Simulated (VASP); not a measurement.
MgCd2TeSe2: single point with PBE

The system is MgCd2TeSe2.

```
Mg Cd Te Se
1.0
     5.65767    0.00000    0.00000
     0.00000    5.65767    0.00000
     0.00000    0.00000    5.67215
Mg Cd Te Se
1 2 1 2
Direct
  0.50000 0.50000 0.50000
  0.00000 0.00000 0.25731
  0.00000 0.00000 0.74269
  0.50000 0.50000 0.00000
  0.00000 0.50000 0.00000
  0.50000 0.00000 0.00000
```

The cell was built from a structure type or drawn by symmetry, and may not be a known phase.

| Property | Result |
| --- | --- |
| Program | VASP 6.6.1 |
| Task | single point |
| Functional | PBE |
| Potentials or basis | VASP PAW PBE potentials, release 64 (Mg, Cd, Te, Se) |
| Cutoff | 520 eV |
| k mesh | 8 × 8 × 8 |
| Occupations | gaussian, width 0.1 eV |
| Spin | no spin polarisation |
| Dipole correction | no |
| Further INCAR settings | ALGO = Normal; EDIFF = 1e-06; NBANDS = 31 |

The pressure is 0.1 GPa. The band gap on the k mesh is zero (bands 22 and 23 overlap by 1.39 eV).

Stress tensor (GPa, compression positive):
```
0.02 0.00 0.00
0.00 0.02 0.00
0.00 0.00 0.15
```

Levels at points of the mesh, in eV from the Fermi level:
```
           k point  band 19  band 20  band 21  band 22  band 23  band 24  band 25  band 26
(0.00, 0.00, 0.00)    -2.42    -1.62    -1.33    -0.76     1.29     2.68     2.68     3.15
(0.50, 0.00, 0.00)    -1.82    -1.70    -1.39    -1.19    -1.10     2.06     2.36     3.07
(0.50, 0.50, 0.00)    -1.71    -1.71    -1.14    -1.13    -1.08    -0.47     0.79     0.79
(0.00, 0.00, 0.50)    -2.24    -2.16    -1.84    -0.27     0.97     0.97     2.50     3.64
(0.50, 0.00, 0.50)    -1.76    -1.65    -1.51    -1.04     1.34     1.83     2.08     2.23
(0.50, 0.50, 0.50)    -2.17    -1.60    -1.60    -1.08    -1.00     2.21     2.51     2.60
```

Run time: 2.4 min on 1 thread of Intel(R) Xeon(R) 6975P-C (Granite Rapids), on a shared host, peak memory 0.58 GiB.

Caveat: spin-orbit coupling is left out, which moves the levels of the heavy elements.
